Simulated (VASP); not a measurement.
BiTe, 2 atoms in the cell. It takes space group Fm-3m (No. 225, cubic). The conventional cell has a = 6.470 Å, b = 6.470 Å, c = 6.470 Å, α = 90.00°, β = 90.00°, γ = 90.00°. Within 4.3 Å of Bi (site symmetry m-3m) lie 6 Te at 3.23 Å. Within 4.3 Å of Te (site symmetry m-3m) lie 6 Bi at 3.23 Å. 

| Item | Value |
| --- | --- |
| Program | VASP 6.6.1 |
| Task | single point |
| Functional | LDA |
| Potentials or basis | VASP PAW LDA potentials, release 64 (Bi_d, Te) |
| Cutoff | 520 eV |
| k mesh | 14 × 14 × 14 |
| Occupations | methfessel-paxton, width 0.02 eV |
| Spin | no spin polarisation |
| Dipole correction | no |
| Further INCAR settings | ALGO = Normal; EDIFF = 1e-07; NBANDS = 18 |

Potentials or basis: VASP PAW LDA potentials, release 64 (Bi_d, Te).

Command:

```bash
$ cat potpaw_LDA.64/Bi_d/POTCAR potpaw_LDA.64/Te/POTCAR > POTCAR
$ mpirun -np 1 vasp_std > vasp.out
```

Hardware: 1 thread of Intel(R) Xeon(R) Platinum 8488C (Sapphire Rapids) (shared host).

Q: How long does it take, and how much memory?

A: Run time: 66 s on 1 thread of Intel(R) Xeon(R) Platinum 8488C (Sapphire Rapids) (shared host), peak memory 0.26 GiB. Counts: scf iterations 13, k points 104.
